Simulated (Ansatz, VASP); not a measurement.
One calculation of B3As, two programs

INCAR

```
PREC = Accurate ; ENCUT = 520
EDIFF = 1E-7 ; ISMEAR = 0
SIGMA = 0.1 ; LREAL = F
LASPH = T ; NELM = 80
ALGO = Normal ; ISIF = 2
LWAVE = F ; LCHARG = T
GGA = PE ; LELF = T
LVHAR = T ; NBANDS = 24
```

Contents of KPOINTS:

```
regular mesh
0
Gamma
  6 6 4
```

Contents of POSCAR:

```
B3As
1.0
    4.9546496600      0.0000000000      0.0000000000
   -2.4773248300      4.2908524800      0.0000000000
    0.0000000000      0.0000000000      4.4029497900
B As
6 2
Direct
    0.6953384900      0.0000000000      0.7500000000
    0.0000000000      0.3046615100      0.2500000000
    0.3046615100      0.0000000000      0.2500000000
    0.0000000000      0.6953384900      0.7500000000
    0.6953384900      0.6953384900      0.2500000000
    0.3046615100      0.3046615100      0.7500000000
    0.0000000000      0.0000000000      0.0000000000
    0.0000000000      0.0000000000      0.5000000000
```

Input for Ansatz:

```yaml
crystal:
  lattice:
    - [4.95464966, 0.0, 0.0]
    - [-2.47732483, 4.29085248, 0.0]
    - [0.0, 0.0, 4.40294979]
  atoms:
    - { symbol: B, position: [0.69533849, 0.0, 0.75] }
    - { symbol: B, position: [0.0, 0.30466151, 0.25] }
    - { symbol: B, position: [0.30466151, 0.0, 0.25] }
    - { symbol: B, position: [0.0, 0.69533849, 0.75] }
    - { symbol: B, position: [0.69533849, 0.69533849, 0.25] }
    - { symbol: B, position: [0.30466151, 0.30466151, 0.75] }
    - { symbol: As, position: [0.0, 0.0, 0.0] }
    - { symbol: As, position: [0.0, 0.0, 0.5] }
basis:
  ecutwfc: 420
kpoints:
  mp_grid: { grid: [6, 6, 4] }
hamiltonian:
  xc: pbe
scf:
  occupations: { method: gaussian, width: 0.1 }
  lower_state_search: "off"
output:
  forces: true
  stress: true
  eigenvalues: true
```

Change from the starting cell: species swapped into the TiCl3 type (P6_3/mcm, No. 193).

Alike in both runs: task single point; functional PBE; k mesh 6 × 6 × 4; occupations gaussian, width 0.1 eV; no spin polarisation.

|  | VASP | Ansatz |
| --- | --- | --- |
| version | VASP 6.6.1 | Ansatz 0.2.0 |
| potentials or method | VASP PAW PBE potentials, release 64 (B, As), cutoff 520 eV | scalar-relativistic, plane waves, PAW |
| valence electrons in the cell | 28 | 48 |

VASP gave:

- gap on the k mesh at the Fermi level (eV): none
- rms of the force components (eV/Å): 4.107

Task: Estimate Ansatz's values.

Result: gap on the k mesh at the Fermi level (eV): none; rms of the force components (eV/Å): 3.955.

Atom by atom the forces differ by 0.152 eV/Å (rms over components). A gap of «none» marks a metal or a gap that the smearing closes. With one functional, cell and mesh, what is left measures potentials, basis and numerics. VASP's potentials hold 28 valence electrons a cell and Ansatz's 48, so a difference there can come from the potentials and not from the codes.
